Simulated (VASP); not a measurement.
# Hf4F3 (P-3m1) in VASP: further runs

Hf4F3 is run at these levels: PBE; tasks: single point, relaxation of cell and atoms.

Everything below comes from runs of VASP 6.6.1. Logs are shortened: lines on timing, memory, paths and dates and some standing lists are left out, and cuts for length are marked.

## Step 1: The cell of the first run

It takes space group P-3m1 (No. 164, trigonal). The conventional cell has a = 3.187 Å, b = 3.187 Å, c = 13.765 Å, α = 90.00°, β = 90.00°, γ = 120.00°. Hf (site symmetry 3m) has 3 F at 2.54 Å and 9 Hf at 3.02 to 3.19 Å within 3.3 Å. Within 3.2 Å of Hf (site symmetry 3m) lie 3 F at 2.31 Å and 9 Hf at 3.02 to 3.19 Å. Within 3.3 Å of F (site symmetry -3m) lie 6 Hf at 2.54 Å and 6 F at 3.19 Å. Within 3.3 Å of F (site symmetry 3m) lie 3 Hf at 2.31 Å and 9 F at 3.19 to 3.26 Å.

## Step 2: Single point, PBE

Input file INCAR:

```
SYSTEM = Hf4F3
  ALGO = Normal
  EDIFF = 1E-6
  ENCUT = 520
  GGA = PE
  ISIF = 2
  ISMEAR = 0
  LASPH = .TRUE.
  LCHARG = .FALSE.
  LREAL = .FALSE.
  LWAVE = .FALSE.
  NBANDS = 40
  NELM = 80
  PREC = Accurate
  SIGMA = 0.2
```

Input file KPOINTS:

```
k-points
0
G
  6 6 2
  0 0 0
```

Input file POSCAR:

```
Hf4F3
1.0
    3.1868590823      0.0000000000      0.0000000000
   -1.5934295412      2.7599009236      0.0000000000
    0.0000000000      0.0000000000     13.7648355152
Hf F
4 3
Direct
    0.6666666667      0.3333333333      0.8729838621
    0.3333333333      0.6666666667      0.1270161379
    0.6666666667      0.3333333333      0.3008606228
    0.3333333333      0.6666666667      0.6991393772
    0.0000000000      0.0000000000      0.0000000000
    0.3333333333      0.6666666667      0.4021264819
    0.6666666667      0.3333333333      0.5978735181
```

Potentials or basis: VASP PAW PBE potentials, release 64 (Hf_pv, F).

Run with:

```console
$ cat potpaw_PBE.64/Hf_pv/POTCAR potpaw_PBE.64/F/POTCAR > POTCAR
$ mpirun -np 1 vasp_std > vasp.out
```

OUTCAR:

```text
SYSTEM = Hf4F3
   EDIFF = 1E-6
   ENCUT = 520
   GGA = PE
   ISIF = 2
   ISMEAR = 0
   LASPH = .TRUE.
   LREAL = .FALSE.
   NELM = 80
   PREC = Accurate

 ion  position               nearest neighbor table
   1  0.667  0.333  0.873-   5 2.54   5 2.54   5 2.54   4 3.02   4 3.02   4 3.02
   2  0.333  0.667  0.127-   5 2.54   5 2.54   5 2.54   3 3.02   3 3.02   3 3.02
   3  0.667  0.333  0.301-   6 2.31   6 2.31   6 2.31   2 3.02   2 3.02   2 3.02
   4  0.333  0.667  0.699-   7 2.31   7 2.31   7 2.31   1 3.02   1 3.02   1 3.02
   5  0.000  0.000  0.000-   1 2.54   2 2.54   1 2.54   2 2.54   1 2.54   2 2.54
   6  0.333  0.667  0.402-   3 2.31   3 2.31   3 2.31
   7  0.667  0.333  0.598-   4 2.31   4 2.31   4 2.31

  LATTYP: Found a hexagonal cell.
 ALAT       =     3.1868590823
 C/A-ratio  =     4.3192482503

  Lattice vectors:

 A1 = (   3.1868590823,   0.0000000000,   0.0000000000)
 A2 = (  -1.5934295412,   2.7599009236,   0.0000000000)
 A3 = (   0.0000000000,   0.0000000000,  13.7648355152)

Analysis of symmetry for initial positions (statically):
=====================================================================
 Subroutine PRICEL returns:
 Original cell was already a primitive cell.

 Routine SETGRP: Setting up the symmetry group for a
 hexagonal supercell.

 Subroutine GETGRP returns: Found 12 space group operations
 (whereof 12 operations were pure point group operations)
 out of a pool of 24 trial point group operations.

The static configuration has the point symmetry D_3d.

Analysis of symmetry for dynamics (positions and initial velocities):
=====================================================================
 Subroutine PRICEL returns:
 Original cell was already a primitive cell.

 Routine SETGRP: Setting up the symmetry group for a
 hexagonal supercell.

 Subroutine GETGRP returns: Found 12 space group operations
 (whereof 12 operations were pure point group operations)
 out of a pool of 24 trial point group operations.

The dynamic configuration has the point symmetry D_3d.

 Subroutine INISYM returns: Found 12 space group operations
 (whereof 12 operations are pure point group operations),
 and found     1 'primitive' translations

----------------------------------------------------------------------------------------

                                     Primitive cell

  volume of cell :     121.0674

  direct lattice vectors                    reciprocal lattice vectors
     3.186859082  0.000000000  0.000000000     0.313788584  0.181165924  0.000000000
    -1.593429541  2.759900924  0.000000000     0.000000000  0.362331847  0.000000000
     0.000000000  0.000000000 13.764835515     0.000000000  0.000000000  0.072648888

  length of vectors
     3.186859082  3.186859082 13.764835515     0.362331847  0.362331847  0.072648888

  position of ions in fractional coordinates (direct lattice)
     0.666666667  0.333333333  0.872983862
     0.333333333  0.666666667  0.127016138
     0.666666667  0.333333333  0.300860623
     0.333333333  0.666666667  0.699139377
     0.000000000  0.000000000  0.000000000
     0.333333333  0.666666667  0.402126482
     0.666666667  0.333333333  0.597873518

  ion indices of the primitive-cell ions
   primitive index   ion index
                 1           1
                 2           2
                 3           3
                 4           4
                 5           5
                 6           6
                 7           7

----------------------------------------------------------------------------------------

 KPOINTS: k-points

Automatic generation of k-mesh.
 Grid dimensions read from file:
 generate k-points for:    6    6    2

 Generating k-lattice:

  Cartesian coordinates                     Fractional coordinates (reciprocal lattice)
     0.052298097  0.030194321  0.000000000     0.166666667  0.000000000  0.000000000
     0.000000000  0.060388641  0.000000000     0.000000000  0.166666667  0.000000000
     0.000000000  0.000000000  0.036324444     0.000000000  0.000000000  0.500000000

  Length of vectors
     0.060388641  0.060388641  0.036324444

  Shift w.r.t. Gamma in fractional coordinates (k-lattice)
     0.000000000  0.000000000  0.000000000

 Subroutine IBZKPT returns following result:
 ===========================================

 Found     14 irreducible k-points:

 Following reciprocal coordinates:
            Coordinates               Weight
  0.000000  0.000000  0.000000      1.000000
  0.166667  0.000000  0.000000      6.000000
  0.333333  0.000000  0.000000      6.000000
  0.500000  0.000000  0.000000      3.000000
  0.166667  0.166667  0.000000      6.000000
  0.333333  0.166667  0.000000     12.000000
  0.333333  0.333333  0.000000      2.000000
  0.000000  0.000000  0.500000      1.000000
  0.166667  0.000000  0.500000      6.000000
  0.333333  0.000000  0.500000      6.000000
  0.500000  0.000000  0.500000      3.000000
  0.166667  0.166667  0.500000      6.000000
  0.333333  0.166667  0.500000     12.000000
  0.333333  0.333333  0.500000      2.000000
   k-points           NKPTS =     14   k-points in BZ     NKDIM =     14   number of bands    NBANDS=     40
   number of dos      NEDOS =    301   number of ions     NIONS =      7
   total plane-waves  NPLWV =  62208
   dimension x,y,z NGX =    24 NGY =   24 NGZ =  108
   dimension x,y,z NGXF=    48 NGYF=   48 NGZF=  216
   ions per type =               4   3
   NGX,Y,Z   is equivalent  to a cutoff of  12.52, 12.52, 13.04 a.u.
   NGXF,Y,Z  is equivalent  to a cutoff of  25.04, 25.04, 26.09 a.u.
 SYSTEM =  Hf4F3
   PREC   = accura    normal or accurate (medium, high low for compatibility)
   ISTART =      0    job   : 0-new  1-cont  2-samecut
   ICHARG =      2    charge: 1-file 2-atom 10-const
   ISPIN  =      1    spin polarized calculation?
   LNONCOLLINEAR =      F non collinear calculations
   LSORBIT =      F    spin-orbit coupling
   LASPH  =      T    aspherical Exc in radial PAW
   ENCUT  =  520.0 eV  38.22 Ry    6.18 a.u.   5.93  5.93 25.59*2*pi/ulx,y,z
   NELM   =     80;   NELMIN=  2; NELMDL= -5     # of ELM steps
   EDIFF  = 0.1E-05   stopping-criterion for ELM
   LREAL  =      F    real-space projection
[... 7 lines left out ...]
   TEBEG  =    0.0;   TEEND  =   0.0 temperature during run
   PSTRESS=    0.0 pullay stress
   NELECT =      61.0000    total number of electrons
   NUPDOWN=      -1.0000    fix difference up-down
   EMIN   =  10.00;   EMAX   =-10.00  energy-range for DOS
   EFERMI =   0.00;   METHOD = LEGACY
   ISMEAR =     0;   SIGMA  =   0.20  broadening in eV -4-tet -1-fermi 0-gaus
   EFERMI_NEDOS =   21; number of points for ismear=-14 and -15
   IALGO  =     38    algorithm
   IMIX   =      4    mixing-type and parameters
     AMIX     =   0.40;   BMIX     =  1.00
     AMIX_MAG =   1.60;   BMIX_MAG =  1.00
  volume/ion in A,a.u.               =      17.30       116.71
  Fermi-wavevector in a.u.,A,eV,Ry     =   1.302694  2.461734 23.089235  1.697011
  Thomas-Fermi vector in A             =   2.433745
   LORBIT       =      0    0 simple, 1 ext, 2 COOP (PROOUT), +10 PAW based schemes
   GGA     = PE    functional components
   LHFCALC =     F    Hartree Fock is set to
   AEXX    =    0.0000 exact exchange contribution
   IVDW    =     0    specifies the selected vdW correction
   LEPSILON=     F    determine dielectric tensor
   LRPA    =     F    only Hartree local field effects (RPA)
 non-spin polarized calculation
 Gauss-broadening in eV      SIGMA  =   0.20
  energy-cutoff  :      520.00
  volume of cell :      121.07
 maximum number of plane-waves:      3283
 NGX is ok and might be reduce to    24
   NGX = 11   NGY = 11   NGZ = 51

 number of electron      61.0000016 magnetization

 Free energy of the ion-electron system (eV)
  ---------------------------------------------------
  ext. energy  EPLUGINS =         0.00000000
  ---------------------------------------------------
  free energy    TOTEN  =       -56.66097107 eV

  energy without entropy =      -56.55232403  energy(sigma->0) =      -56.60664755

 E-fermi :   4.7693     XC(G=0): -10.5993

 val. band max:        4.7461680744   @ k =   0.3333   0.0000   0.5000
 cond. band min:       4.8654664014   @ k =   0.3333   0.1667   0.0000
 fundamental gap:      0.1192983270
 Fermi energy:         4.7692987298

 k-point     1 :       0.0000    0.0000    0.0000
  band No.  band energies     occupation
      1     -27.0123      2.00000
      2     -26.9621      2.00000
      3     -26.4870      2.00000
      4     -26.3841      2.00000
      5     -26.2877      2.00000
      6     -26.2877      2.00000
[... 32 lines left out ...]
     39       5.8749      0.00000
     40       7.4795      0.00000

 k-point     2 :       0.1667    0.0000    0.0000
  band No.  band energies     occupation
      1     -26.9438      2.00000
      2     -26.9075      2.00000
      3     -26.5888      2.00000
      4     -26.5380      2.00000
      5     -26.3714      2.00000
      6     -26.3298      2.00000
[... 32 lines left out ...]
     39       6.6012      0.00000
     40       7.2383      0.00000

 k-point     3 :       0.3333    0.0000    0.0000
  band No.  band energies     occupation
      1     -26.8628      2.00000
      2     -26.8525      2.00000
      3     -26.8365      2.00000
      4     -26.8218      2.00000
      5     -26.5926      2.00000
      6     -26.5351      2.00000
[... 32 lines left out ...]
     39       8.0535      0.00000
     40       8.2789      0.00000

 k-point     4 :       0.5000    0.0000    0.0000
  band No.  band energies     occupation
      1     -27.0043      2.00000
      2     -27.0006      2.00000
      3     -26.8972      2.00000
      4     -26.8549      2.00000
      5     -26.5519      2.00000
      6     -26.5421      2.00000
[... 32 lines left out ...]
     39       9.4553      0.00000
     40       9.6029      0.00000
[... 342 lines left out ...]
     39       7.6118      0.00000
     40       8.1676      0.00000

 k-point    13 :       0.3333    0.1667    0.5000
  band No.  band energies     occupation
      1     -26.9247      2.00000
      2     -26.9202      2.00000
      3     -26.8343      2.00000
      4     -26.8088      2.00000
      5     -26.6116      2.00000
      6     -26.5828      2.00000
[... 32 lines left out ...]
     39       8.2268      0.00000
     40       8.9026      0.00000

 k-point    14 :       0.3333    0.3333    0.5000
  band No.  band energies     occupation
      1     -26.8616      2.00000
      2     -26.8616      2.00000
      3     -26.7556      2.00000
      4     -26.7556      2.00000
      5     -26.7537      2.00000
      6     -26.7351      2.00000
[... 32 lines left out ...]
     39       8.7166      0.00000
     40       8.7313      0.00000

------------------------ aborting loop because EDIFF is reached ----------------------------------------

  FORCE on cell =-STRESS in cart. coord.  units (eV):
  Direction    XX          YY          ZZ          XY          YZ          ZX
  --------------------------------------------------------------------------------------
  -------------------------------------------------------------------------------------
  Total       -0.8462094     -0.8462094     -0.8627868      0.0000000      0.0000000      0.0000000
  in kB      -11.1985308    -11.1985308    -11.4179119      0.0000000      0.0000000      0.0000000
  external PRESSURE =     -11.2716578 kB  Pullay stress =       0.0000000 kB

 VOLUME and BASIS-vectors are now :
 -----------------------------------------------------------------------------
  energy-cutoff  :      520.00
  volume of cell :      121.07
      direct lattice vectors                 reciprocal lattice vectors
     3.186859082  0.000000000  0.000000000     0.313788584  0.181165924  0.000000000
    -1.593429541  2.759900924  0.000000000     0.000000000  0.362331847  0.000000000
     0.000000000  0.000000000 13.764835515     0.000000000  0.000000000  0.072648888

 POSITION                                       TOTAL-FORCE (eV/Angst)
 -----------------------------------------------------------------------------------
      1.59343      0.91997     12.01648        -0.000000     -0.000000      0.017170
     -0.00000      1.83993      1.74836        -0.000000      0.000000     -0.017170
      1.59343      0.91997      4.14130        -0.000000     -0.000000      0.074307
     -0.00000      1.83993      9.62354        -0.000000      0.000000     -0.074307
      0.00000      0.00000      0.00000        -0.000000      0.000000      0.000000
     -0.00000      1.83993      5.53520         0.000000      0.000000     -0.138001
      1.59343      0.91997      8.22963        -0.000000      0.000000      0.138001
 -----------------------------------------------------------------------------------
    total drift:                               -0.000000      0.000000      0.000000

  FREE ENERGIE OF THE ION-ELECTRON SYSTEM (eV)
  ---------------------------------------------------
  free  energy   TOTEN  =       -56.6609710688 eV

  energy  without entropy=      -56.5523240275  energy(sigma->0) =      -56.60664755
```

Run time: 43 s. Hardware: 1 thread of Intel Xeon 6975P-C (Granite Rapids), shared host; peak memory 0.25 GiB.

What came out:

```yaml
Free_energy: -56.6610 eV
Pressure: -1.1 GPa
Largest_force: 0.138 eV/Å
Band_gap_on_the_k_mesh: zero (an odd number of electrons rules out a gap without spin polarisation)
```

Forces in eV/Å, atoms in the order of the input:
```
Hf   0.000  0.000  0.017
Hf   0.000  0.000 -0.017
Hf   0.000  0.000  0.074
Hf   0.000  0.000 -0.074
F    0.000  0.000  0.000
F    0.000  0.000 -0.138
F    0.000  0.000  0.138
```

Levels at points of the mesh, in eV from the Fermi level:
```
           k point  band 26  band 27  band 28  band 29  band 30  band 31  band 32  band 33  band 34  band 35
(0.00, 0.00, 0.00)    -4.67    -3.11    -2.69    -0.21     0.69     0.69     0.90     0.95     0.95     1.00
(0.50, 0.00, 0.00)    -2.68    -2.27    -2.08    -1.88    -1.73    -0.08     0.69     1.46     1.61     1.77
(0.00, 0.00, 0.50)    -4.81    -2.89    -2.85    -0.18     0.69     0.69     0.93     0.95     0.95     1.00
(0.50, 0.00, 0.50)    -2.68    -2.24    -2.12    -1.87    -1.74    -0.07     0.68     1.46     1.61     1.77
```

Caveat: the k points lie up to 0.38 Å⁻¹ apart, too coarse for converged energies and pressures of a metal; spin-orbit coupling is left out, which moves the levels of the heavy elements; an odd number of electrons without spin polarisation forces a metal; a magnetic or distorted state may lie lower.

[end of part 1 of 2]

The gap in the log of VASP goes by the Fermi energy; the results here count the filled bands.